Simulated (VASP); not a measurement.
# Al2Cu (Fm-3m) in VASP: vibrations by perturbation theory with PBE

Aim: the vibrations by perturbation theory of Al2Cu with PBE.

Everything below comes from runs of VASP 6.6.1. Logs are shortened: lines on timing, memory, paths and dates and some standing lists are left out, and cuts for length are marked.

**1. The cell of the first run**

It takes space group Fm-3m (No. 225, cubic). Conventional cell: a = 5.783 Å, b = 5.783 Å, c = 5.783 Å, α = 90.00°, β = 90.00°, γ = 90.00°. Al (site symmetry -43m) has 4 Cu at 2.50 Å and 6 Al at 2.89 Å within 3.3 Å. Within 3.3 Å of Cu (site symmetry m-3m) lie 8 Al at 2.50 Å.

**2. Vibrations by perturbation theory, PBE**

Contents of INCAR:

```
SYSTEM = Al2Cu
PREC = Accurate
ENCUT = 520
EDIFF = 1E-8
ISMEAR = 0
SIGMA = 0.1
LREAL = .False.
LASPH = .True.
NELM = 80
ALGO = Normal
ISIF = 2
LWAVE = .False.
LCHARG = .True.
GGA = PE
NBANDS = 16
IBRION = 8
NSW = 1
```

Contents of KPOINTS:

```
Automatic mesh
0
Gamma
  12 12 12
  0 0 0
```

Contents of POSCAR:

```
Al2Cu
1.0
   -2.0446242408      2.0446242408      2.8915863152
    2.0446242408     -2.0446242408      2.8915863152
    2.0446242408      2.0446242408     -2.8915863152
Al Cu
2 1
Direct
    0.2500000000      0.7500000000      0.5000000000
    0.7500000000      0.2500000000      0.5000000000
    0.5000000000      0.5000000000      0.0000000000
```

Potentials or basis: VASP PAW PBE potentials, release 64 (Al, Cu).

Launch:

```sh
$ cat potpaw_PBE.64/Al/POTCAR potpaw_PBE.64/Cu/POTCAR > POTCAR
$ mpirun -np 1 vasp_std > vasp.out
```

OUTCAR:

```text
SYSTEM = Al2Cu
   PREC = Accurate
   ENCUT = 520
   EDIFF = 1E-8
   ISMEAR = 0
   LREAL = .False.
   LASPH = .True.
   NELM = 80
   ISIF = 2
   GGA = PE
   IBRION = 8
   NSW = 1

 ion  position               nearest neighbor table
   1  0.250  0.750  0.500-   3 2.50   3 2.50   3 2.50   3 2.50   2 2.89   2 2.89   2 2.89   2 2.89
                             2 2.89   2 2.89
   2  0.750  0.250  0.500-   3 2.50   3 2.50   3 2.50   3 2.50   1 2.89   1 2.89   1 2.89   1 2.89
                             1 2.89   1 2.89
   3  0.500  0.500  0.000-   1 2.50   2 2.50   1 2.50   2 2.50   1 2.50   2 2.50   1 2.50   2 2.50

  LATTYP: Found a body centered tetragonal cell.
 ALAT       =     4.0892484816
 C/A-ratio  =     1.4142384980

  Lattice vectors:

 A1 = (  -2.0446242408,   2.0446242408,   2.8915863152)
 A2 = (   2.0446242408,  -2.0446242408,   2.8915863152)
 A3 = (   2.0446242408,   2.0446242408,  -2.8915863152)

Analysis of symmetry for initial positions (statically):
=====================================================================
 Subroutine PRICEL returns:
 Original cell was already a primitive cell.

 Routine SETGRP: Setting up the symmetry group for a
 body centered tetragonal supercell.

 Subroutine GETGRP returns: Found 16 space group operations
 (whereof 16 operations were pure point group operations)
 out of a pool of 16 trial point group operations.

The static configuration has the point symmetry D_4h.

Analysis of symmetry for dynamics (positions and initial velocities):
=====================================================================
 Subroutine PRICEL returns:
 Original cell was already a primitive cell.

 Routine SETGRP: Setting up the symmetry group for a
 body centered tetragonal supercell.

 Subroutine GETGRP returns: Found 16 space group operations
 (whereof 16 operations were pure point group operations)
 out of a pool of 16 trial point group operations.

The dynamic configuration has the point symmetry D_4h.
[... 636 lines left out ...]
 -----------------------------------------------------------------------------------
      2.04462      0.00000      1.44579        -0.000000     -0.000000     -0.000000
      0.00000      2.04462      1.44579        -0.000000      0.000000      0.000000
      0.00000      0.00000      2.89159         0.000000     -0.000000      0.000000
 -----------------------------------------------------------------------------------
    total drift:                                0.000000     -0.000000      0.000000

  FREE ENERGIE OF THE ION-ELECTRON SYSTEM (eV)
  ---------------------------------------------------
  free  energy   TOTEN  =       -11.7477766212 eV

  energy  without entropy=      -11.7421319729  energy(sigma->0) =      -11.74495430

[... ionic steps 2 to 9 ...]

--------------------------------------- Ionic step       10  -------------------------------------------

------------------------ aborting loop because EDIFF is reached ----------------------------------------

[... ionic steps 11 to 11 ...]

--------------------------------------- Ionic step       12  -------------------------------------------

 Free energy of the ion-electron system (eV)
  ---------------------------------------------------
  ---------------------------------------------------
  free energy    TOTEN  =        -0.24139333 eV

  energy without entropy =       -0.24139333

------------------------ aborting loop because EDIFF is reached ----------------------------------------

 INTERNAL STRAIN TENSOR  FOR ION    3  DIRECTION 3   (eV/Angst):
 -----------------------------------------------------------------------------
    -0.58511  0.00000  0.00000
     0.00000 -0.58511 -0.00000
     0.00000  0.00000 -0.58522

 INTERNAL STRAIN TENSOR FOR ION    3 for displacements in x,y,z  (eV/Angst):
          X           Y           Z          XY          YZ          ZX
  --------------------------------------------------------------------------------
  x     0.00000     0.00000     0.00000     0.00000     0.00000     0.00000
  y     0.00000     0.00000     0.00000     0.00000     0.00000     0.00000
  z     0.00000     0.00000     0.00000     0.00000     0.00000     0.00000

 SECOND DERIVATIVES (NOT SYMMETRIZED)
 ------------------------------------
               1X          1Y          1Z          2X          2Y          2Z          3X          3Y          3Z
  1X    -5.375933    0.000000    0.000000    1.845349    0.000000    0.000000    3.530583    0.000000    0.000000
  1Y     0.000000   -5.375933    0.000000    0.000000    1.845349    0.000000    0.000000    3.530583    0.000000
  1Z     0.000000    0.000000   -5.385982    0.000000    0.000000    1.848910    0.000000    0.000000    3.537072
  2X     1.845349    0.000000    0.000000   -5.375933    0.000000    0.000000    3.530583    0.000000    0.000000
  2Y     0.000000    1.845349    0.000000    0.000000   -5.375933    0.000000    0.000000    3.530583    0.000000
  2Z     0.000000    0.000000    1.848910    0.000000    0.000000   -5.385982    0.000000    0.000000    3.537072
  3X     3.476217    0.000000    0.000000    3.476217    0.000000    0.000000   -6.952434    0.000000    0.000000
  3Y     0.000000    3.476217    0.000000    0.000000    3.476217    0.000000    0.000000   -6.952434    0.000000
  3Z     0.000000    0.000000    6.728734    0.000000    0.000000    6.728734    0.000000    0.000000  -13.457467

 Eigenvectors and eigenvalues of the dynamical matrix
 ----------------------------------------------------

   1 f  =    9.266287 THz    58.221797 2PiTHz  309.090059 cm-1    38.322266 meV
             X         Y         Z           dx          dy          dz
      2.044624  0.000000  1.445793     0.000000   -0.000000   -0.440384
      0.000000  2.044624  1.445793     0.000000   -0.000000   -0.440384
      0.000000  0.000000  2.891586    -0.000000    0.000000    0.782384
[... 43 lines left out ...]
   9 f/i=    1.437555 THz     9.032424 2PiTHz   47.951668 cm-1     5.945246 meV
             X         Y         Z           dx          dy          dz
      2.044624  0.000000  1.445793     0.000000   -0.000000   -0.553229
      0.000000  2.044624  1.445793     0.000000   -0.000000   -0.553229
      0.000000  0.000000  2.891586     0.000000   -0.000000   -0.622797

--------------------------------------------------------------------------------------------------------

 ELASTIC MODULI CONTR FROM IONIC RELAXATION (kBar)
 Direction    XX          YY          ZZ          XY          YZ          ZX
 --------------------------------------------------------------------------------
 XX        -189.7765    189.7765      0.0000      0.0000     -0.0000     -0.0000
 YY         189.7765   -189.7765      0.0000      0.0000      0.0000      0.0000
 ZZ           0.0000      0.0000      0.0000      0.0000      0.0000      0.0000
 XY           0.0000      0.0000      0.0000      0.0000      0.0000      0.0000
 YZ          -0.0000      0.0000      0.0000      0.0000   -190.0894     -0.0000
 ZX          -0.0000      0.0000      0.0000      0.0000     -0.0000   -187.4983
 --------------------------------------------------------------------------------
```

OSZICAR:

```text
N       E                     dE             d eps       ncg     rms          rms(c)
DAV:   1     0.608132540723E+02    0.60813E+02   -0.67939E+03  5240   0.111E+03
DAV:   2    -0.115558479370E+02   -0.72369E+02   -0.64318E+02  5576   0.197E+02
DAV:   3    -0.140143110363E+02   -0.24585E+01   -0.24097E+01  7128   0.415E+01
DAV:   4    -0.140675675723E+02   -0.53257E-01   -0.53236E-01  6376   0.516E+00
[... 68 lines left out ...]
RMM:   3    -0.240912969409E+00   -0.37666E-04   -0.55784E-04  8131   0.175E-01    0.106E-01
RMM:   4    -0.241424513067E+00   -0.51154E-03   -0.56200E-04  8573   0.169E-01    0.161E-02
RMM:   5    -0.241424816265E+00   -0.30320E-06   -0.86247E-06  8574   0.269E-02    0.158E-02
RMM:   6    -0.241384989189E+00    0.39827E-04   -0.23821E-06  8522   0.108E-02    0.183E-02
RMM:   7    -0.241393326332E+00   -0.83371E-05   -0.18734E-07  8962   0.297E-03    0.183E-02
 Linear response finished
```

stdout:

```text
POSCAR found type information on POSCAR AlCu
 POSCAR found :  2 types and       3 ions
 scaLAPACK will be used
 LDA part: xc-table for (Slater+PW92), standard interpolation
 POSCAR, INCAR and KPOINTS ok, starting setup
 FFT: planning ... GRIDC
 FFT: planning ... GRID_SOFT
 FFT: planning ... GRID
 WAVECAR not read
 entering main loop
 Linear response reoptimize wavefunctions to high precision
 Linear response DOF=           4
 Linear response progress:
 first order change of Fermi-energy   0.40757E-05
 force on displaced ion       1 direction 1 :  -5.376   0.000   0.000
 Linear response progress:
 first order change of Fermi-energy  -0.83258E-04
 force on displaced ion       1 direction 3 :  -0.000  -0.000  -5.386
 Linear response progress:
 first order change of Fermi-energy   0.91866E-04
 force on displaced ion       3 direction 1 :  -6.952   0.000  -0.000
 Linear response progress:
 first order change of Fermi-energy  -0.88180E-03
 force on displaced ion       3 direction 3 :   0.000   0.000 -13.457
 Linear response finished
```

Wall time 9.1 min (1 thread of Intel Xeon 6975P-C (Granite Rapids), shared host); peak memory 0.79 GiB.

What came out:

| Property | Result |
| --- | --- |
| Highest phonon frequency at Γ, LO-TO splitting left out | 309 cm⁻¹ |
| Most unstable mode | 48i cm⁻¹ |

Phonon frequencies in cm⁻¹ (negative: imaginary):
```tsv
q point	frequencies
(0.000, 0.000, 0.000)	-48 -1 -1 256 256 270 270 270 309
```

Caveat: some modes are imaginary.
